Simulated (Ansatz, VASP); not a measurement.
# Ru: VASP beside Ansatz

```xyz
2
Lattice="2.7058 0.0000 0.0000 -1.3529 2.3433 0.0000 0.0000 0.0000 4.3461" Properties=species:S:1:pos:R:3 pbc="T T T"
Ru    0.0000    1.5622    1.0865
Ru    1.3529    0.7811    3.2596
```

Change from the starting cell: strain +0.000 along x and y, +0.015 along z, atoms carried along.

Alike in both runs: task single point; functional PBEsol; k mesh 24 × 24 × 12; occupations gaussian, width 0.15 eV; no spin polarisation.

```csv
,VASP,Ansatz
version,VASP 6.6.1,Ansatz 0.2.0
potentials or method,"VASP PAW PBE potentials, release 64 (Ru_pv), cutoff 520 eV","scalar-relativistic, plane waves, PAW"
valence electrons in the cell,28,32
```

Ansatz gave:

* gap on the k mesh at the Fermi level (eV): none
* pressure (GPa): -10.9
* traceless stress, the component that is largest in VASP (GPa): -5.63

Question: Which values does VASP return?

Answer: gap on the k mesh at the Fermi level (eV): none; pressure (GPa): -11.0; traceless stress, the component that is largest in VASP (GPa): -5.62.

VASP's potentials were made for PBE, not for PBEsol. A gap of «none» marks a metal or a gap that the smearing closes. VASP's potentials hold 28 valence electrons a cell and Ansatz's 32, so a difference there can come from the potentials and not from the codes.
